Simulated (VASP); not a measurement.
Here is a VASP 6.6.1 calculation.

The input INCAR:

```
SYSTEM = NaCuH3
PREC = Accurate
ENCUT = 600
EDIFF = 1E-7
ISMEAR = -1
SIGMA = 0.15
LREAL = .False.
LASPH = .True.
NELM = 120
ALGO = Normal
ISIF = 3
LWAVE = .False.
LCHARG = .False.
GGA = PE
IBRION = 2
NSW = 80
EDIFFG = -0.001
GGA_COMPAT = .False.
NELMIN = 4
```

File KPOINTS:

```
Automatic mesh
0
Gamma
  10 10 10
  0 0 0
```

POSCAR

```
NaCuH3
1.0
    3.5038290346      0.0000000000      0.0000000000
    0.0000000000      3.5038290346      0.0000000000
    0.0000000000      0.0000000000      3.5038290346
Na Cu H
1 1 3
Direct
    0.0000000000      0.0000000000      0.0000000000
    0.5000000000      0.5000000000      0.5000000000
    0.0000000000      0.5000000000      0.5000000000
    0.5000000000      0.0000000000      0.5000000000
    0.5000000000      0.5000000000      0.0000000000
```

Potentials or basis: VASP PAW PBE potentials, release 64 (Na_pv, Cu, H).

The run is started by

```console
$ cat potpaw_PBE.64/Na_pv/POTCAR potpaw_PBE.64/Cu/POTCAR potpaw_PBE.64/H/POTCAR > POTCAR
$ mpirun -np 1 vasp_std > vasp.out
```

**Question.** What does it give for the relaxed volume?

**Answer.** 8.63 Å³/atom.

**Question.** Estimate the relaxed cell.

**Answer.** a = 3.508 Å, b = 3.508 Å, c = 3.508 Å, α = 90.00°, β = 90.00°, γ = 90.00°.

**Question.** Estimate the space group after relaxing (to 0.05 Å).

**Answer.** Pm-3m (No. 221).

Step by step:
| step | energy change (eV) | largest force (eV/Å) | pressure (GPa) | volume (Å³) |
| --- | --- | --- | --- | --- |
| 1 | 0.0000 | 0.0000 | 0.23 | 43.02 |
| 2 | -0.0001 | 0.0000 | 0.11 | 43.09 |
| 3 | -0.0001 | 0.0000 | -0.04 | 43.19 |
| 4 | -0.0001 | 0.0000 | 0.00 | 43.17 |
